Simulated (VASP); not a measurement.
Here is a VASP 6.6.1 calculation.

File INCAR:

```
SYSTEM = W
PREC = Accurate
ENCUT = 520
EDIFF = 1E-6
ISMEAR = -1
SIGMA = 0.05
LREAL = .False.
LASPH = .True.
NELM = 100
ALGO = Normal
ISIF = 2
LWAVE = .False.
LCHARG = .False.
GGA = PE
NBANDS = 21
```

Contents of KPOINTS:

```
Automatic mesh
0
Gamma
  14 14 14
  0 0 0
```

Contents of POSCAR:

```
W
1.0
    0.0000000000      2.9048604037      2.9048604037
    2.9048604037      0.0000000000      2.9048604037
    2.9048604037      2.9048604037      0.0000000000
W
2
Direct
    1.0000000000      1.0000000000      1.0000000000
    0.2500000000      0.2500000000      0.2500000000
```

Potentials or basis: VASP PAW PBE potentials, release 64 (W_sv).

Launch:

```bash
$ cat potpaw_PBE.64/W_sv/POTCAR > POTCAR
$ mpirun -np 1 vasp_std > vasp.out
```

Q: Predict the pressure.

A: 1.8 GPa.

Q: What does it give for the band gap on the k mesh?

A: Zero (bands 14 and 15 overlap by 1.00 eV).

Caveat: spin-orbit coupling is left out, which moves the levels of the heavy elements.
